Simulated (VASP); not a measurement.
Set up this calculation in VASP 6.6.1, as the native input.

| Item | Value |
| --- | --- |
| Task | relaxation of cell and atoms |
| Functional | LDA |
| Potentials or basis | VASP PAW LDA potentials, release 64 (Pt) |
| Cutoff | 600 eV |
| k mesh | 17 × 17 × 9 |
| Occupations | fermi-dirac, width 0.05 eV |
| Spin | no spin polarisation |
| Dipole correction | no |
| Further INCAR settings | ALGO = Normal; EDIFF = 1e-06; IBRION = 2; EDIFFG = -0.005; NSW = 60; ISIF = 3 |

The structure of Pt lies in POSCAR:

```
Pt
1.0
    2.7614133230      0.0000000000      0.0000000000
   -1.3807066615      2.3914540880      0.0000000000
    0.0000000000      0.0000000000      4.4734895832
Pt
2
Direct
    0.3333333333      0.6666666667      0.2500000000
    0.6666666667      0.3333333333      0.7500000000
```

The input as run:

INCAR

```
SYSTEM = Pt
PREC = Accurate
ENCUT = 600
EDIFF = 1E-6
ISMEAR = -1
SIGMA = 0.05
LREAL = .FALSE.
LASPH = .TRUE.
NELM = 100
ALGO = Normal
ISIF = 3
LWAVE = .FALSE.
LCHARG = .FALSE.
IBRION = 2
NSW = 60
EDIFFG = -0.005
```

KPOINTS

```
regular mesh
0
G
  17 17 9
  0 0 0
```

Potentials or basis: VASP PAW LDA potentials, release 64 (Pt).

Run with:

```bash
$ cat potpaw_LDA.64/Pt/POTCAR > POTCAR
$ mpirun -np 1 vasp_std > vasp.out
```

Results of the run:

The relaxed volume is 14.89 Å³/atom and the relaxed cell is a = 2.715 Å, b = 2.715 Å, c = 4.667 Å, α = 90.00°, β = 90.00°, γ = 120.00°. The space group after relaxing (to 0.05 Å) is P6_3/mmc (No. 194). The energy gained by relaxing is 23.4 meV/atom and the ionic steps are 7. The pressure after relaxing is 0.0 GPa and the band gap on the k mesh is zero (band 10 reaches 11.84 eV, above the bottom of band 11 at 10.53 eV).

Caveat: spin-orbit coupling is left out, which moves the levels of the heavy elements.

It took 80 s on 1 thread of Intel(R) Xeon(R) 6975P-C (Granite Rapids), on a shared host, peak memory 0.21 GiB.
